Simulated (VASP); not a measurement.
Runs of VASP 6.6.1 on Bi. The structure is that of space group P6_3/mmc (No. 194), or close to it. The cells are those of the table. This isn't the form of Bi at room conditions, which is rhombohedral.

```tsv
cell	gap on the mesh (eV)	pressure (GPa)
a = 4.403, b = 4.403, c = 12.006 Å, angles 90.0, 90.0, 120.0°, 2 atoms	none	-3.8
a = 4.539, b = 4.539, c = 12.184 Å, angles 90.0, 90.0, 120.0°, 2 atoms	none	(b)
a = 4.471, b = 4.471, c = 12.184 Å, angles 90.0, 90.0, 120.0°, 2 atoms	none	-3.6
a = 4.403, b = 4.403, c = 11.652 Å, angles 90.0, 90.0, 120.0°, 2 atoms	none	-3.9
a = 4.471, b = 4.471, c = 11.474 Å, angles 90.0, 90.0, 120.0°, 2 atoms	none	-3.8
a = 4.471, b = 4.471, c = 11.652 Å, angles 90.0, 90.0, 120.0°, 2 atoms	none	-3.8
a = 4.607, b = 4.607, c = 11.829 Å, angles 90.0, 90.0, 120.0°, 2 atoms	none	-3.3
a = 4.403, b = 4.403, c = 11.474 Å, angles 90.0, 90.0, 120.0°, 2 atoms	none	(a)
```

Alike in all rows: task single point; level r2SCAN; potentials or basis VASP PAW PBE potentials, release 64 (Bi_d); no spin polarisation; k mesh 12 × 12 × 4; cutoff (eV) 520; smearing gaussian 0.15 eV.

Problem. Estimate the missing entries.

Solution. (a) -4.0; (b) -3.4.

Caveats: the PAW data sets were made with another functional, which shifts forces and pressure a little; spin-orbit coupling is left out, which moves the levels of the heavy elements; the cell stands under tension (at least some runs); the stress differs along the axes, from -6 to -1 GPa (at least some runs); the stress differs along the axes, from -6 to -0 GPa (at least some runs).

A k mesh can miss the band edges, and the runs leave out spin-orbit coupling on Bi.

A gap of «none» marks levels without a gap at the run's occupations.
